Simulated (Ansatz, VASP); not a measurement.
SnSe: VASP beside Ansatz

```
Sn Se
1.0
    11.79468    0.00000    0.00000
     0.00000    4.20668    0.00000
     0.00000    0.00000    4.56722
Sn Se
4 4
Direct
  0.12146 0.25000 0.11668
  0.37854 0.75000 0.61668
  0.62146 0.25000 0.38332
  0.87854 0.75000 0.88332
  0.35488 0.25000 0.02392
  0.14512 0.75000 0.52392
  0.85488 0.25000 0.47608
  0.64512 0.75000 0.97608
```

Alike in both runs: functional PBE; k mesh 4 × 6 × 6; no spin polarisation.

Ansatz relaxed the structure, and its values are those at the end. VASP's run is a single point on that final structure, the one shown.

|  | VASP | Ansatz |
| --- | --- | --- |
| version | VASP 6.6.1 | Ansatz 0.2.0 |
| potentials or method | VASP PAW PBE potentials, release 64 (Sn_d, Se), cutoff 500 eV | scalar-relativistic, plane waves, PAW |
| occupations | gaussian, width 0.01 eV | fixed |
| valence electrons in the cell | 80 | 120 |

```csv
,VASP,Ansatz,Ansatz less VASP
gap on the k mesh at the Fermi level (eV),0.63,0.64,+0.004
least direct gap on the mesh (eV),0.87,0.88,+0.009
pressure (GPa),0.0,0.0,-0.02
rms of the force components (eV/Å),0.008,0.000,-0.0083
```

VASP's potentials hold 80 valence electrons a cell and Ansatz's 120, so a difference there can come from the potentials and not from the codes.
